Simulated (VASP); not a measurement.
Input of a VASP 6.6.1 run:

The input POSCAR:

```
Bi
1.0
   -1.9814305318      1.9814305318      1.9814305318
    1.9814305318     -1.9814305318      1.9814305318
    1.9814305318      1.9814305318     -1.9814305318
Bi
1
Direct
    0.0000000000      0.0000000000      0.0000000000
```

INCAR.step1

```
SYSTEM = Bi
PREC = Accurate ; ENCUT = 600
ISMEAR = -1 ; SIGMA = 0.05
LREAL = .FALSE. ; LASPH = .TRUE.
NELM = 80 ; GGA = PE
ALGO = Normal ; EDIFF = 1E-4
LWAVE = .TRUE. ; LCHARG = .FALSE.
```

File INCAR.step2:

```
SYSTEM = Bi
PREC = Accurate ; ENCUT = 600
EDIFF = 1E-6 ; ISMEAR = -1
SIGMA = 0.05 ; LREAL = .FALSE.
LASPH = .TRUE. ; NELM = 80
ALGO = Normal ; ISIF = 3
LWAVE = .FALSE. ; LCHARG = .FALSE.
METAGGA = R2SCAN ; LMIXTAU = .TRUE.
IBRION = 2 ; NSW = 60
EDIFFG = -0.01 ; ISTART = 1
```

Contents of KPOINTS:

```
regular mesh
0
G
  9 9 9
  0 0 0
```

Potentials or basis: VASP PAW PBE potentials, release 64 (Bi_d).

The run is started by

```bash
$ cat potpaw_PBE.64/Bi_d/POTCAR > POTCAR
$ cp INCAR.step1 INCAR
$ mpirun -np 1 vasp_std > vasp.out
$ cp INCAR.step2 INCAR
$ mpirun -np 1 vasp_std > vasp.out
```

Question: Estimate the space group after relaxing (to 0.1 Å).

Answer: Im-3m (No. 229).

Question: Predict the relaxed volume.

Answer: 31.19 Å³/atom.

Question: What does it give for the relaxed cell?

Answer: a = 3.435 Å, b = 3.435 Å, c = 3.435 Å, α = 109.47°, β = 109.47°, γ = 109.47°.

Final structure:
```cif
data_structure
_symmetry_space_group_name_H-M 'P 1'
_symmetry_Int_Tables_number 1
_cell_length_a 3.4347
_cell_length_b 3.4347
_cell_length_c 3.4347
_cell_angle_alpha 109.471
_cell_angle_beta 109.471
_cell_angle_gamma 109.471
_cell_volume 31.19
loop_
_atom_site_label
_atom_site_type_symbol
_atom_site_fract_x
_atom_site_fract_y
_atom_site_fract_z
_atom_site_occupancy
Bi1 Bi 0.00000 0.00000 0.00000 1
```

Caveat: the PAW data sets were made with another functional, which shifts forces and pressure a little.
